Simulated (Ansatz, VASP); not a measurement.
# Sb: VASP beside Ansatz

```
CELL_PARAMETERS angstrom
0.00000 2.38695 2.38695
2.38695 0.00000 2.38695
2.38695 2.38695 0.00000
ATOMIC_POSITIONS crystal
Sb 0.00000 0.00000 0.00000
```

Change from the starting cell: volume scaled by 1.02.

Alike in both runs: task single point; functional LDA; k mesh 10 × 10 × 10; occupations fermi-dirac, width 0.05 eV; no spin polarisation.

|  | VASP | Ansatz |
| --- | --- | --- |
| version | VASP 6.6.1 | Ansatz 0.2.0 |
| potentials or method | VASP PAW LDA potentials, release 64 (Sb), cutoff 520 eV | all-electron LAPW, scalar-relativistic |

|  | VASP | Ansatz | Ansatz less VASP |
| --- | --- | --- | --- |
| gap on the k mesh at the Fermi level (eV) | none | none | - |
| pressure (GPa) | -3.4 | -3.4 | -0.03 |

LDA's correlation is that of Perdew and Zunger in VASP and of Perdew and Wang (1992) in Ansatz. A gap of «none» marks a metal or a gap that the smearing closes. Ansatz ran all-electron here, and VASP with PAW potentials.

Spin-orbit coupling is off throughout.
